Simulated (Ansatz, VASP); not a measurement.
# HgF3 in VASP and in Ansatz

```
Hg F
1.0
     0.00000    2.87641    2.87641
     2.87641    0.00000    2.87641
     2.87641    2.87641    0.00000
Hg F
1 3
Direct
  0.00000 0.00000 0.00000
  0.25000 0.25000 0.25000
  0.75000 0.75000 0.75000
  0.50000 0.50000 0.50000
```

Alike in both runs: functional PBE; k mesh 12 × 12 × 12; occupations gaussian, width 0.1 eV; no spin polarisation.

Ansatz relaxed the structure, and its values are those at the end. VASP's run is a single point on that final structure, the one shown.

|  | VASP | Ansatz |
| --- | --- | --- |
| version | VASP 6.6.1 | Ansatz 0.2.0 |
| potentials or method | VASP PAW PBE potentials, release 64 (Hg, F), cutoff 520 eV | scalar-relativistic, plane waves, PAW |
| valence electrons in the cell | 33 | 41 |

|  | VASP | Ansatz | Ansatz less VASP |
| --- | --- | --- | --- |
| gap on the k mesh at the Fermi level (eV) | none | none | - |
| pressure (GPa) | 0.2 | 0.0 | -0.18 |

A gap of «none» marks a metal or a gap that the smearing closes. VASP's potentials hold 33 valence electrons a cell and Ansatz's 41, so a difference there can come from the potentials and not from the codes.

Neither program's run includes spin-orbit coupling.
